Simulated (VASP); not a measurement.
Set up this calculation in VASP 6.6.1, as the native input.

```yaml
Task: single point
Functional: PBE
Potentials_or_basis: VASP PAW PBE potentials, release 64 (Co)
Cutoff: 520 eV
k_mesh: 14 × 14 × 8
Occupations: methfessel-paxton, width 1 eV
Spin: collinear spin, ferromagnetic start
Starting_moments: "[1.69, 1.69] μB"
Dipole_correction: no
Further_INCAR_settings: ALGO = Normal; EDIFF = 1e-06; NBANDS = 20
```

The structure of Co lies in POSCAR:

```
Co
1.0
    2.4935221926      0.0000000000      0.0000000000
   -1.2467610963      2.1594535637      0.0000000000
    0.0000000000      0.0000000000      4.0277844638
Co
2
Direct
    0.3333333333      0.6666666667      0.2500000000
    0.6666666667      0.3333333333      0.7500000000
```

The input as run:

INCAR

```
ALGO = Normal ; EDIFF = 1E-6
ENCUT = 520 ; GGA = PE
ISIF = 2 ; ISMEAR = 1
ISPIN = 2 ; LASPH = T
LCHARG = F ; LMAXMIX = 4
LORBIT = 11 ; LREAL = F
LWAVE = F ; MAGMOM = 1.69 1.69
NBANDS = 20 ; NELM = 150
PREC = Accurate ; SIGMA = 1.0
```

KPOINTS

```
k-points
0
Gamma
  14 14 8
```

Potentials or basis: VASP PAW PBE potentials, release 64 (Co).

Launch:

```bash
$ cat potpaw_PBE.64/Co/POTCAR > POTCAR
$ mpirun -np 1 vasp_std > vasp.out
```

It gave:

```
Pressure                                              : -0.7 GPa
Net moment                                            : 3.24 μB per cell
Site moments                                          : Co +1.64 μB
Valence electrons inside the program's atomic spheres : Co 8.27
```

It took 110 s on 1 thread of Intel(R) Xeon(R) Platinum 8259CL CPU @ 2.50GHz (Skylake/Cascade Lake) (shared host), peak memory 0.19 GiB.
